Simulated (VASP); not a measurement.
Here is a VASP 6.6.1 calculation.

INCAR

```
PREC     = Accurate       # precision mode
ENCUT    = 500            # plane-wave cutoff, eV
EDIFF    = 1E-6           # SCF threshold, eV
ISMEAR   = 0              # smearing method
SIGMA    = 0.01           # smearing width, eV
LREAL    = F              # projectors in reciprocal space
LASPH    = T              # aspherical terms in the spheres
NELM     = 120            # most SCF steps
ALGO     = Normal         # electronic algorithm
ISIF     = 2              # what is computed and relaxed
LWAVE    = F              # write WAVECAR
LCHARG   = F              # write CHGCAR
GGA      = PE             # functional
NBANDS   = 15             # bands
GGA_COMPAT= F
```

KPOINTS

```
regular mesh
0
Gamma
  4 4 4
```

File POSCAR:

```
CsCl
1.0
    4.1406759133      0.0000000000      0.0000000000
    0.0000000000      4.1406759133      0.0000000000
    0.0000000000      0.0000000000      4.1406759133
Cs Cl
1 1
Direct
    0.0000000000      0.0000000000      0.0000000000
    0.5000000000      0.5000000000      0.5000000000
```

Potentials or basis: VASP PAW PBE potentials, release 64 (Cs_sv, Cl).

Run with:

```console
$ cat potpaw_PBE.64/Cs_sv/POTCAR potpaw_PBE.64/Cl/POTCAR > POTCAR
$ mpirun -np 1 vasp_std > vasp.out
```

(1) Estimate the pressure.

(2) Estimate the band gap on the k mesh.

Answers

(1) 0.8 GPa.

(2) 5.20 eV, direct.

Caveat: spin-orbit coupling is left out, which moves the levels of the heavy elements.
